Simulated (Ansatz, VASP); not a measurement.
# Two plane-wave programs on Y2Ga

INCAR

```
SYSTEM = Y2Ga
  ALGO = Normal
  EDIFF = 1E-6
  ENCUT = 500
  GGA = PE
  GGA_COMPAT = .FALSE.
  ISIF = 2
  ISMEAR = 0
  LASPH = .TRUE.
  LCHARG = .FALSE.
  LREAL = .FALSE.
  LWAVE = .FALSE.
  NBANDS = 44
  NELM = 120
  PREC = Accurate
  SIGMA = 0.1
```

Contents of KPOINTS:

```
k-points
0
G
  4 4 4
  0 0 0
```

POSCAR

```
Y2Ga
1.0
    5.4335089816      0.0000000000      0.0000000000
    0.0000000000      5.4335089816      0.0000000000
    0.0000000000      0.0000000000      5.4335089816
Y Ga
4 2
Direct
    0.2500000000      0.2500000000      0.2500000000
    0.2500000000      0.7500000000      0.7500000000
    0.7500000000      0.7500000000      0.2500000000
    0.7500000000      0.2500000000      0.7500000000
    0.0000000000      0.0000000000      0.0000000000
    0.5000000000      0.5000000000      0.5000000000
```

Input for Ansatz:

```yaml
crystal:
  lattice:
    - [5.4335089816, 0.0, 0.0]
    - [0.0, 5.4335089816, 0.0]
    - [0.0, 0.0, 5.4335089816]
  atoms:
    - { symbol: "Y", position: [0.25, 0.25, 0.25] }
    - { symbol: "Y", position: [0.25, 0.75, 0.75] }
    - { symbol: "Y", position: [0.75, 0.75, 0.25] }
    - { symbol: "Y", position: [0.75, 0.25, 0.75] }
    - { symbol: Ga, position: [0.0, 0.0, 0.0] }
    - { symbol: Ga, position: [0.5, 0.5, 0.5] }
basis:
  ecutwfc: 420
kpoints:
  mp_grid: { grid: [4, 4, 4] }
hamiltonian:
  xc: pbe
scf:
  occupations: { method: gaussian, width: 0.1 }
  lower_state_search: "off"
output:
  forces: true
  stress: true
  eigenvalues: true
```

Alike in both runs: task single point; functional PBE; k mesh 4 × 4 × 4; occupations gaussian, width 0.1 eV; no spin polarisation.

```csv
,VASP,Ansatz
version,VASP 6.6.1,Ansatz 0.2.0
potentials or method,"VASP PAW PBE potentials, release 64 (Y_sv, Ga_d), cutoff 500 eV","scalar-relativistic, plane waves, PAW"
valence electrons in the cell,70,70
```

```csv
,VASP,Ansatz,Ansatz less VASP
gap on the k mesh at the Fermi level (eV),none,none,-
pressure (GPa),24.9,24.8,-0.13
```

A gap of «none» marks a metal or a gap that the smearing closes.
